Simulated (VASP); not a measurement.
Set up this calculation in VASP 6.6.1, as the native input.

```
Task                   : single point
Functional             : PBEsol
Potentials or basis    : VASP PAW PBE potentials, release 64 (Al, Ni)
Cutoff                 : 520 eV
k mesh                 : 16 × 16 × 14
Occupations            : gaussian, width 0.1 eV
Spin                   : no spin polarisation
Dipole correction      : no
Further INCAR settings : ALGO = Fast; EDIFF = 1e-07; NBANDS = 14
```

The structure of AlNi lies in POSCAR:

```
AlNi
1.0
    1.9800649153     -1.9800861735      0.0000000000
    1.9800649153      1.9800861735      0.0000000000
    0.0000000000      0.0000000000      2.8108330114
Al Ni
1 1
Direct
    0.0000000000      0.0000000000      0.0000000000
    0.5000000000      0.5000000000      0.5000000000
```

This cell differs from its parent crystal: volume scaled by 0.94, then relaxed in part.

The input as run:

INCAR

```
SYSTEM = AlNi
PREC     = Accurate       ! precision mode
ENCUT    = 520            ! plane-wave cutoff, eV
EDIFF    = 1E-7           ! SCF threshold, eV
ISMEAR   = 0              ! smearing method
SIGMA    = 0.1            ! smearing width, eV
LREAL    = .False.        ! projectors in reciprocal space
LASPH    = .True.         ! aspherical terms in the spheres
NELM     = 100            ! most SCF steps
ALGO     = Fast           ! electronic algorithm
ISIF     = 2              ! what is computed and relaxed
LWAVE    = .False.        ! write WAVECAR
LCHARG   = .True.         ! write CHGCAR
GGA      = PS             ! functional
LELF     = .True.         ! ELF
LVHAR    = .True.       
NBANDS   = 14             ! bands
```

KPOINTS

```
regular mesh
0
Gamma
  16 16 14
  0 0 0
```

Potentials or basis: VASP PAW PBE potentials, release 64 (Al, Ni).

The run is started by

```sh
$ cat potpaw_PBE.64/Al/POTCAR potpaw_PBE.64/Ni/POTCAR > POTCAR
$ mpirun -np 1 vasp_std > vasp.out
```

Results of the run:

```
Pressure : 12.3 GPa
```

Caveat: the PAW data sets were made with another functional, which shifts forces and pressure a little.

Wall time 64 s on 1 thread of Intel(R) Xeon(R) 6975P-C (Granite Rapids), with other jobs on the host, peak memory 0.3 GiB.
